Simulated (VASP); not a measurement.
# TiCo3 (Pm-3m) in VASP: a series of runs

Runs on TiCo3. Level: PBEsol. Tasks: single point.

Program: VASP 6.6.1. These are calculated values, not measurements. Logs are shortened: lines on timing, memory, paths and dates and some standing lists are left out, and cuts for length are marked.

### 1 The cell of the first run

It takes space group Pm-3m (No. 221, cubic). The conventional cell has a = 3.614 Å, b = 3.614 Å, c = 3.614 Å, α = 90.00°, β = 90.00°, γ = 90.00°. Ti (site symmetry m-3m) has 12 Co at 2.56 Å within 3.4 Å. Within 3.4 Å of Co (site symmetry 4/mmm) lie 4 Ti at 2.56 Å and 8 Co at 2.56 Å.

### 2 Single point, PBEsol, collinear spin, ferrimagnetic start

INCAR

```
  PREC = Accurate
  ENCUT = 520
  EDIFF = 1E-7
  ISMEAR = 0
  SIGMA = 0.05
  LREAL = F
  LASPH = T
  NELM = 150
  ALGO = Normal
  ISIF = 2
  LWAVE = F
  LCHARG = F
  ISPIN = 2
  MAGMOM = -0.42 1.21 1.21 1.21
  LORBIT = 11
  LMAXMIX = 4
  GGA = PS
  NBANDS = 32
```

KPOINTS

```
regular mesh
0
Gamma
  6 6 6
```

POSCAR

```
TiCo3
1.0
    3.6140000000      0.0000000000      0.0000000000
    0.0000000000      3.6140000000      0.0000000000
    0.0000000000      0.0000000000      3.6140000000
Ti Co
1 3
Direct
    0.0000000000      0.0000000000      0.0000000000
    0.0000000000      0.5000000000      0.5000000000
    0.5000000000      0.0000000000      0.5000000000
    0.5000000000      0.5000000000      0.0000000000
```

Potentials or basis: VASP PAW PBE potentials, release 64 (Ti_sv, Co).

Command:

```sh
$ cat potpaw_PBE.64/Ti_sv/POTCAR potpaw_PBE.64/Co/POTCAR > POTCAR
$ mpirun -np 1 vasp_std > vasp.out
```

OUTCAR:

```text
PREC = Accurate
   ENCUT = 520
   EDIFF = 1E-7
   ISMEAR = 0
   LREAL = F
   LASPH = T
   NELM = 150
   ISIF = 2
   ISPIN = 2
   LORBIT = 11
   GGA = PS

 ion  position               nearest neighbor table
   1  0.000  0.000  0.000-   2 2.56   3 2.56   4 2.56   2 2.56   3 2.56   2 2.56   4 2.56   2 2.56
                             3 2.56   4 2.56   3 2.56   4 2.56
   2  0.000  0.500  0.500-   1 2.56   3 2.56   4 2.56   1 2.56   4 2.56   1 2.56   3 2.56   1 2.56
                             3 2.56   4 2.56   4 2.56   3 2.56
   3  0.500  0.000  0.500-   1 2.56   2 2.56   4 2.56   1 2.56   4 2.56   2 2.56   4 2.56   4 2.56
                             1 2.56   2 2.56   1 2.56   2 2.56
   4  0.500  0.500  0.000-   1 2.56   2 2.56   3 2.56   2 2.56   3 2.56   1 2.56   3 2.56   3 2.56
                             1 2.56   2 2.56   2 2.56   1 2.56

  LATTYP: Found a simple cubic cell.
 ALAT       =     3.6140000000

  Lattice vectors:

 A1 = (   3.6140000000,   0.0000000000,   0.0000000000)
 A2 = (   0.0000000000,   3.6140000000,   0.0000000000)
 A3 = (   0.0000000000,   0.0000000000,   3.6140000000)

Analysis of symmetry for initial positions (statically):
=====================================================================
 Subroutine PRICEL returns:
 Original cell was already a primitive cell.

 Routine SETGRP: Setting up the symmetry group for a
 simple cubic supercell.

 Subroutine GETGRP returns: Found 48 space group operations
 (whereof 48 operations were pure point group operations)
 out of a pool of 48 trial point group operations.

The static configuration has the point symmetry O_h .

Analysis of symmetry for dynamics (positions and initial velocities):
=====================================================================
 Subroutine PRICEL returns:
 Original cell was already a primitive cell.

 Routine SETGRP: Setting up the symmetry group for a
 simple cubic supercell.

 Subroutine GETGRP returns: Found 48 space group operations
 (whereof 48 operations were pure point group operations)
 out of a pool of 48 trial point group operations.

The dynamic configuration has the point symmetry O_h .

Analysis of structural, dynamic, and magnetic symmetry:
=====================================================================
 Subroutine PRICEL returns:
 Original cell was already a primitive cell.

 Routine SETGRP: Setting up the symmetry group for a
 simple cubic supercell.

 Subroutine GETGRP returns: Found 48 space group operations
 (whereof 48 operations were pure point group operations)
 out of a pool of 48 trial point group operations.

The overall configuration has the point symmetry O_h .

 Subroutine INISYM returns: Found 48 space group operations
 (whereof 48 operations are pure point group operations),
 and found     1 'primitive' translations

----------------------------------------------------------------------------------------

                                     Primitive cell

  volume of cell :      47.2024

  direct lattice vectors                    reciprocal lattice vectors
     3.614000000  0.000000000  0.000000000     0.276701716  0.000000000  0.000000000
     0.000000000  3.614000000  0.000000000     0.000000000  0.276701716  0.000000000
     0.000000000  0.000000000  3.614000000     0.000000000  0.000000000  0.276701716

  length of vectors
     3.614000000  3.614000000  3.614000000     0.276701716  0.276701716  0.276701716

  position of ions in fractional coordinates (direct lattice)
     0.000000000  0.000000000  0.000000000
     0.000000000  0.500000000  0.500000000
     0.500000000  0.000000000  0.500000000
     0.500000000  0.500000000  0.000000000

  ion indices of the primitive-cell ions
   primitive index   ion index
                 1           1
                 2           2
                 3           3
                 4           4

----------------------------------------------------------------------------------------

 KPOINTS: regular mesh

Automatic generation of k-mesh.
 Grid dimensions read from file:
 generate k-points for:    6    6    6

 Generating k-lattice:

  Cartesian coordinates                     Fractional coordinates (reciprocal lattice)
     0.046116953  0.000000000  0.000000000     0.166666667  0.000000000  0.000000000
     0.000000000  0.046116953  0.000000000     0.000000000  0.166666667  0.000000000
     0.000000000  0.000000000  0.046116953     0.000000000  0.000000000  0.166666667

  Length of vectors
     0.046116953  0.046116953  0.046116953

  Shift w.r.t. Gamma in fractional coordinates (k-lattice)
     0.000000000  0.000000000  0.000000000

 Subroutine IBZKPT returns following result:
 ===========================================

 Found     20 irreducible k-points:

 Following reciprocal coordinates:
            Coordinates               Weight
  0.000000  0.000000  0.000000      1.000000
  0.166667  0.000000  0.000000      6.000000
  0.333333  0.000000  0.000000      6.000000
  0.500000  0.000000  0.000000      3.000000
  0.166667  0.166667  0.000000     12.000000
  0.333333  0.166667  0.000000     24.000000
[... 12 lines left out ...]
  0.500000  0.500000  0.333333      6.000000
  0.500000  0.500000  0.500000      1.000000
   k-points           NKPTS =     20   k-points in BZ     NKDIM =     20   number of bands    NBANDS=     32
   number of dos      NEDOS =    301   number of ions     NIONS =      4
   total plane-waves  NPLWV =  21952
   dimension x,y,z NGX =    28 NGY =   28 NGZ =   28
   dimension x,y,z NGXF=    56 NGYF=   56 NGZF=   56
   ions per type =               1   3
   NGX,Y,Z   is equivalent  to a cutoff of  12.88, 12.88, 12.88 a.u.
   NGXF,Y,Z  is equivalent  to a cutoff of  25.76, 25.76, 25.76 a.u.
 SYSTEM =  unknown system
   PREC   = accura    normal or accurate (medium, high low for compatibility)
   ISTART =      0    job   : 0-new  1-cont  2-samecut
   ICHARG =      2    charge: 1-file 2-atom 10-const
   ISPIN  =      2    spin polarized calculation?
   LNONCOLLINEAR =      F non collinear calculations
   LSORBIT =      F    spin-orbit coupling
   LASPH  =      T    aspherical Exc in radial PAW
   ENCUT  =  520.0 eV  38.22 Ry    6.18 a.u.   6.72  6.72  6.72*2*pi/ulx,y,z
   NELM   =    150;   NELMIN=  2; NELMDL= -5     # of ELM steps
   EDIFF  = 0.1E-06   stopping-criterion for ELM
   LREAL  =      F    real-space projection
   EDIFFG = 0.1E-05   stopping-criterion for IOM
   NSW    =      0    number of steps for IOM
   IBRION =     -1    ionic relax: 0-MD 1-quasi-New 2-CG
   NFREE  =      0    steps in history (QN), initial steepest desc. (CG)
   ISIF   =      2    stress and relaxation
   ISYM   =      2    0-nonsym 1-usesym 2-fastsym
   POTIM  = 0.5000    time-step for ionic-motion
   TEBEG  =    0.0;   TEEND  =   0.0 temperature during run
   PSTRESS=    0.0 pullay stress
   NELECT =      39.0000    total number of electrons
   NUPDOWN=      -1.0000    fix difference up-down
   EMIN   =  10.00;   EMAX   =-10.00  energy-range for DOS
   EFERMI =   0.00;   METHOD = LEGACY
   ISMEAR =     0;   SIGMA  =   0.05  broadening in eV -4-tet -1-fermi 0-gaus
   EFERMI_NEDOS =   21; number of points for ismear=-14 and -15
   IALGO  =     38    algorithm
   IMIX   =      4    mixing-type and parameters
     AMIX     =   0.40;   BMIX     =  1.00
     AMIX_MAG =   1.60;   BMIX_MAG =  1.00
  volume/ion in A,a.u.               =      11.80        79.63
  Fermi-wavevector in a.u.,A,eV,Ry     =   1.536178  2.902956 32.107613  2.359843
  Thomas-Fermi vector in A             =   2.642863
   LORBIT       =     11    0 simple, 1 ext, 2 COOP (PROOUT), +10 PAW based schemes
   GGA     = PS    functional components
   LHFCALC =     F    Hartree Fock is set to
   AEXX    =    0.0000 exact exchange contribution
   IVDW    =     0    specifies the selected vdW correction
   LEPSILON=     F    determine dielectric tensor
   LRPA    =     F    only Hartree local field effects (RPA)
 spin polarized calculation
 Gauss-broadening in eV      SIGMA  =   0.05
  energy-cutoff  :      520.00
  volume of cell :       47.20
 maximum number of plane-waves:      1328
 NGX is ok and might be reduce to    28
   NGX = 13   NGY = 13   NGZ = 13

 number of electron      39.0000031 magnetization       0.3511798

 Free energy of the ion-electron system (eV)
  ---------------------------------------------------
  ext. energy  EPLUGINS =         0.00000000
  ---------------------------------------------------
  free energy    TOTEN  =       -32.53064863 eV

  energy without entropy =      -32.52046566  energy(sigma->0) =      -32.52555714

 E-fermi :   9.6189     XC(G=0): -13.2561

 val. band max:        9.6185348663   @ k =   0.1667   0.1667   0.1667
 cond. band min:       9.6242222002   @ k =   0.3333   0.3333   0.0000
 fundamental gap:      0.0056873339
 Fermi energy:         9.6188621473

 spin component 1

 k-point     1 :       0.0000    0.0000    0.0000
  band No.  band energies     occupation
      1     -46.6017      1.00000
      2     -22.9459      1.00000
      3     -22.9459      1.00000
      4     -22.9459      1.00000
      5       1.8105      1.00000
      6       5.5402      1.00000
[... 23 lines left out ...]
     30      20.8322      0.00000
     31      20.8653      0.00000

 k-point     2 :       0.1667    0.0000    0.0000
  band No.  band energies     occupation
      1     -46.6008      1.00000
      2     -22.9602      1.00000
      3     -22.9464      1.00000
      4     -22.9464      1.00000
      5       2.1722      1.00000
      6       5.6533      1.00000
[... 23 lines left out ...]
     30      20.7381      0.00000
     31      22.4847      0.00000

 k-point     3 :       0.3333    0.0000    0.0000
  band No.  band energies     occupation
      1     -46.5988      1.00000
      2     -22.9885      1.00000
      3     -22.9474      1.00000
      4     -22.9474      1.00000
      5       3.1890      1.00000
      6       5.5915      1.00000
[... 567 lines left out ...]
     30      18.2443      0.00000
     31      18.2443      0.00000

 k-point    20 :       0.5000    0.5000    0.5000
  band No.  band energies     occupation
      1     -46.5940      1.00000
      2     -22.9821      1.00000
      3     -22.9821      1.00000
      4     -22.9821      1.00000
      5       5.4949      1.00000
      6       5.4949      1.00000
[... 23 lines left out ...]
     30      17.6827      0.00000
     31      17.6827      0.00000
 Fermi energy:         9.6188621473

 spin component 2

 k-point     1 :       0.0000    0.0000    0.0000
  band No.  band energies     occupation
      1     -46.6341      1.00000
      2     -22.9787      1.00000
      3     -22.9787      1.00000
      4     -22.9787      1.00000
      5       1.8170      1.00000
      6       5.6033      1.00000
[... 23 lines left out ...]
     30      20.8637      0.00000
     31      20.9381      0.00000

 k-point     2 :       0.1667    0.0000    0.0000
  band No.  band energies     occupation
      1     -46.6332      1.00000
      2     -22.9929      1.00000
      3     -22.9792      1.00000
      4     -22.9792      1.00000
      5       2.1789      1.00000
      6       5.7165      1.00000
[... 23 lines left out ...]
     30      20.7950      0.00000
     31      22.5267      0.00000

 k-point     3 :       0.3333    0.0000    0.0000
  band No.  band energies     occupation
      1     -46.6312      1.00000
      2     -23.0212      1.00000
      3     -22.9801      1.00000
      4     -22.9801      1.00000
      5       3.1972      1.00000
      6       5.6380      1.00000
[... 567 lines left out ...]
     30      18.2683      0.00000
     31      18.2683      0.00000

 k-point    20 :       0.5000    0.5000    0.5000
  band No.  band energies     occupation
      1     -46.6264      1.00000
      2     -23.0149      1.00000
      3     -23.0149      1.00000
      4     -23.0149      1.00000
      5       5.5387      1.00000
      6       5.5387      1.00000
[... 23 lines left out ...]
     30      17.7072      0.00000
     31      17.7072      0.00000
 [bands above 31 left out]

------------------------ aborting loop because EDIFF is reached ----------------------------------------

  FORCE on cell =-STRESS in cart. coord.  units (eV):
  Direction    XX          YY          ZZ          XY          YZ          ZX
  --------------------------------------------------------------------------------------
  -------------------------------------------------------------------------------------
  Total       -4.5070014     -4.5070014     -4.5070014      0.0000000      0.0000000      0.0000000
  in kB     -152.9797090   -152.9797090   -152.9797090      0.0000000      0.0000000      0.0000000
  external PRESSURE =    -152.9797090 kB  Pullay stress =       0.0000000 kB

 VOLUME and BASIS-vectors are now :
 -----------------------------------------------------------------------------
  energy-cutoff  :      520.00
  volume of cell :       47.20
      direct lattice vectors                 reciprocal lattice vectors
     3.614000000  0.000000000  0.000000000     0.276701716  0.000000000  0.000000000
     0.000000000  3.614000000  0.000000000     0.000000000  0.276701716  0.000000000
     0.000000000  0.000000000  3.614000000     0.000000000  0.000000000  0.276701716

 POSITION                                       TOTAL-FORCE (eV/Angst)
 -----------------------------------------------------------------------------------
      0.00000      0.00000      0.00000         0.000000      0.000000      0.000000
      0.00000      1.80700      1.80700         0.000000      0.000000      0.000000
      1.80700      0.00000      1.80700         0.000000      0.000000      0.000000
      1.80700      1.80700      0.00000         0.000000      0.000000      0.000000
 -----------------------------------------------------------------------------------
    total drift:                                0.000000      0.000000      0.000000

  FREE ENERGIE OF THE ION-ELECTRON SYSTEM (eV)
  ---------------------------------------------------
  free  energy   TOTEN  =       -32.5306486283 eV

  energy  without entropy=      -32.5204656577  energy(sigma->0) =      -32.52555714

 total charge

# of ion       s       p       d       tot
------------------------------------------
    1        2.263   6.188   1.910  10.361
    2        0.498   0.491   7.304   8.294
    3        0.498   0.491   7.304   8.294
    4        0.498   0.491   7.304   8.294
--------------------------------------------------
tot          3.757   7.661  23.823  35.241

 magnetization (x)

# of ion       s       p       d       tot
------------------------------------------
    1        0.000  -0.003  -0.034  -0.037
    2       -0.000   0.000   0.131   0.131
    3       -0.000   0.000   0.131   0.131
    4       -0.000   0.000   0.131   0.131
--------------------------------------------------
tot         -0.001  -0.003   0.361   0.357
```

Wall time 6 min (1 thread of AMD EPYC 7R13 (Zen 3), shared host); peak memory 0.18 GiB.

Results:

```yaml
Free_energy: -32.5306 eV
Pressure: -15.3 GPa
Net_moment: 0.35 μB per cell
Site_moments: Ti -0.04; Co +0.13 μB
Valence_electrons_inside_the_program's_atomic_spheres: Ti 10.36; Co 8.29
```

Levels at points of the mesh, in eV from the Fermi level:
Spin up:
```csv
k point,band 16,band 17,band 18,band 19,band 20,band 21,band 22,band 23,band 24,band 25
"(0.00, 0.00, 0.00)",-0.13,0.37,0.61,0.61,0.61,2.45,2.45,3.26,3.26,3.26
"(0.50, 0.00, 0.00)",-0.74,-0.56,-0.56,-0.51,0.02,0.61,1.20,1.20,1.87,2.43
"(0.50, 0.50, 0.00)",-1.13,-0.87,-0.81,-0.81,-0.37,-0.37,1.69,1.69,2.02,2.02
"(0.50, 0.50, 0.50)",-0.89,0.05,0.41,0.41,0.41,0.81,0.81,0.81,2.08,2.08
```
Spin down:
| k point | band 15 | band 16 | band 17 | band 18 | band 19 | band 20 | band 21 | band 22 | band 23 | band 24 |
| --- | --- | --- | --- | --- | --- | --- | --- | --- | --- | --- |
| (0.00, 0.00, 0.00) | 0.06 | 0.06 | 0.54 | 0.73 | 0.73 | 0.73 | 2.51 | 2.51 | 3.27 | 3.27 |
| (0.50, 0.00, 0.00) | -0.89 | -0.57 | -0.46 | -0.46 | -0.36 | 0.21 | 0.73 | 1.21 | 1.21 | 1.93 |
| (0.50, 0.50, 0.00) | -1.48 | -1.11 | -0.72 | -0.63 | -0.63 | -0.27 | -0.26 | 1.70 | 1.70 | 2.12 |
| (0.50, 0.50, 0.50) | -0.81 | -0.81 | 0.07 | 0.54 | 0.54 | 0.54 | 0.81 | 0.81 | 0.81 | 2.15 |

Caveat: the PAW data sets were made with another functional, which shifts forces and pressure a little.

### 3 Single point, PBEsol, collinear spin, ferrimagnetic start

INCAR

```
ALGO = Normal ; EDIFF = 1E-6
ENCUT = 520 ; GGA = PS
ISIF = 2 ; ISMEAR = 0
ISPIN = 2 ; LASPH = T
LCHARG = F ; LMAXMIX = 4
LORBIT = 11 ; LREAL = F
LWAVE = F ; MAGMOM = -0.42 1.21 1.21 1.21
NBANDS = 32 ; NELM = 150
PREC = Accurate ; SIGMA = 0.2
```

KPOINTS

```
k-points
0
Gamma
  6 6 6
```

POSCAR is that of step 2.

Potentials or basis: VASP PAW PBE potentials, release 64 (Ti_sv, Co).

Command:

```sh
$ cat potpaw_PBE.64/Ti_sv/POTCAR potpaw_PBE.64/Co/POTCAR > POTCAR
$ mpirun -np 1 vasp_std > vasp.out
```

Wall time 2.6 min (1 thread of AMD EPYC 7R13 (Zen 3), shared host); peak memory 0.17 GiB.

The run converged. Its results:

```
Free energy                                           : -32.5898 eV
Pressure                                              : -15.1 GPa
Net moment                                            : 0.00 μB per cell
Valence electrons inside the program's atomic spheres : Ti 10.36; Co 8.29
```

Levels at points of the mesh, in eV from the Fermi level:
Spin up:
| k point | band 17 | band 18 | band 19 | band 20 | band 21 | band 22 | band 23 | band 24 |
| --- | --- | --- | --- | --- | --- | --- | --- | --- |
| (0.00, 0.00, 0.00) | 0.44 | 0.65 | 0.65 | 0.65 | 2.45 | 2.45 | 3.24 | 3.24 |
| (0.50, 0.00, 0.00) | -0.53 | -0.53 | -0.46 | 0.09 | 0.65 | 1.18 | 1.18 | 1.87 |
| (0.50, 0.50, 0.00) | -0.82 | -0.74 | -0.74 | -0.34 | -0.33 | 1.66 | 1.66 | 2.05 |
| (0.50, 0.50, 0.50) | 0.04 | 0.46 | 0.46 | 0.46 | 0.78 | 0.78 | 0.78 | 2.09 |
Spin down:
| k point | band 16 | band 17 | band 18 | band 19 | band 20 | band 21 | band 22 | band 23 | band 24 | band 25 |
| --- | --- | --- | --- | --- | --- | --- | --- | --- | --- | --- |
| (0.00, 0.00, 0.00) | -0.06 | 0.44 | 0.65 | 0.65 | 0.65 | 2.45 | 2.45 | 3.24 | 3.24 | 3.24 |
| (0.50, 0.00, 0.00) | -0.67 | -0.53 | -0.53 | -0.46 | 0.09 | 0.65 | 1.18 | 1.18 | 1.87 | 2.38 |
| (0.50, 0.50, 0.00) | -1.15 | -0.82 | -0.74 | -0.74 | -0.34 | -0.33 | 1.66 | 1.66 | 2.05 | 2.05 |
| (0.50, 0.50, 0.50) | -0.88 | 0.04 | 0.46 | 0.46 | 0.46 | 0.78 | 0.78 | 0.78 | 2.09 | 2.09 |

Caveat: the PAW data sets were made with another functional, which shifts forces and pressure a little.

### 4 Single point, PBEsol, collinear spin, ferrimagnetic start

INCAR

```
SYSTEM = TiCo3
PREC = Accurate
ENCUT = 520
EDIFF = 1E-6
ISMEAR = 0
SIGMA = 0.4
LREAL = .FALSE.
LASPH = .TRUE.
NELM = 150
ALGO = Fast
ISIF = 2
LWAVE = .FALSE.
LCHARG = .FALSE.
ISPIN = 2
MAGMOM = -0.42 1.21 1.21 1.21
LORBIT = 11
LMAXMIX = 4
GGA = PS
NBANDS = 32
```

KPOINTS

```
Automatic mesh
0
G
  6 6 6
  0 0 0
```

POSCAR is that of step 3.

Command:

```sh
$ cat potpaw_PBE.64/Ti_sv/POTCAR potpaw_PBE.64/Co/POTCAR > POTCAR
$ mpirun -np 1 vasp_std > vasp.out
```

It took 92 s on 1 thread of AMD EPYC 7R13 (Zen 3), shared host; peak memory 0.17 GiB.

Results (log left out):

| Property | Result |
| --- | --- |
| Free energy | -32.8103 eV |
| Pressure | -11.4 GPa |
| Net moment | 2.20 μB per cell |
| Site moments | Ti -0.34; Co +0.88 μB |
| Valence electrons inside the program's atomic spheres | Ti 10.37; Co 8.29 |

Levels at points of the mesh, in eV from the Fermi level:
Spin up:
```
           k point  band 19  band 20  band 21  band 22  band 23  band 24
(0.00, 0.00, 0.00)     0.05     0.05     2.16     2.16     3.08     3.08
(0.50, 0.00, 0.00)    -1.06    -0.59     0.05     1.05     1.05     1.60
(0.50, 0.50, 0.00)    -1.36    -0.90    -0.85     1.55     1.55     1.56
(0.50, 0.50, 0.50)    -0.17    -0.17     0.66     0.66     0.66     1.75
```
Spin down:
| k point | band 17 | band 18 | band 19 | band 20 | band 21 | band 22 |
| --- | --- | --- | --- | --- | --- | --- |
| (0.00, 0.00, 0.00) | 0.84 | 1.02 | 1.02 | 1.02 | 2.49 | 2.49 |
| (0.50, 0.00, 0.00) | -0.27 | -0.27 | -0.11 | 0.48 | 1.03 | 1.09 |
| (0.50, 0.50, 0.00) | -0.47 | -0.40 | -0.40 | -0.13 | 0.01 | 1.56 |
| (0.50, 0.50, 0.50) | -0.10 | 0.58 | 0.58 | 0.58 | 0.84 | 0.84 |

Caveat: the PAW data sets were made with another functional, which shifts forces and pressure a little.

(Part 1 of 2 ends here.)
